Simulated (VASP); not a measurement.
**CaO: single point with r2SCAN**

The system is CaO.

```
Ca O
1.0
     0.00000    2.54696    2.35104
     2.54696    0.00000    2.35104
     2.54696    2.54696    0.00000
Ca O
1 1
Cartesian
  0.0000 0.0000 0.0000
  2.5470 2.5470 2.3510
```

This cell differs from its parent crystal: strain +0.040 along x and y, -0.040 along z.

- Program: VASP 6.6.1
- Task: single point
- Functional: r2SCAN
- Potentials or basis: VASP PAW PBE potentials, release 64 (Ca_sv, O)
- Cutoff: 520 eV
- k mesh: 8 × 8 × 8
- Occupations: gaussian, width 0.05 eV
- Spin: no spin polarisation

* Pressure: -7.5 GPa
* Band gap on the k mesh: 3.92 eV, indirect (least direct gap 4.42 eV)

Stress tensor (GPa, compression positive):
```
-10.75   0.00   0.00
  0.00 -10.75   0.00
  0.00   0.00  -1.02
```

Levels at points of the mesh, in eV from the valence-band top:
```tsv
k point	band 6	band 7	band 8	band 9	band 10	band 11
(0.00, 0.00, 0.00)	-0.15	-0.15	0.00	4.42	6.39	6.39
(0.50, 0.00, 0.00)	-2.50	-1.17	-1.14	7.14	8.34	8.46
(0.50, 0.50, 0.00)	-1.13	-0.62	-0.62	3.92	8.11	9.01
(0.50, 0.00, 0.50)	-1.54	-0.47	-0.36	4.22	7.84	9.14
```

Wall time 54 s on 1 thread of Intel(R) Xeon(R) 6975P-C (Granite Rapids), on a shared host, peak memory 0.17 GiB.

Caveat: the cell differs from its parent crystal (strain +0.040 along x and y, -0.040 along z); the PAW data sets were made with another functional, which shifts forces and pressure a little. A k mesh can miss the band edges.
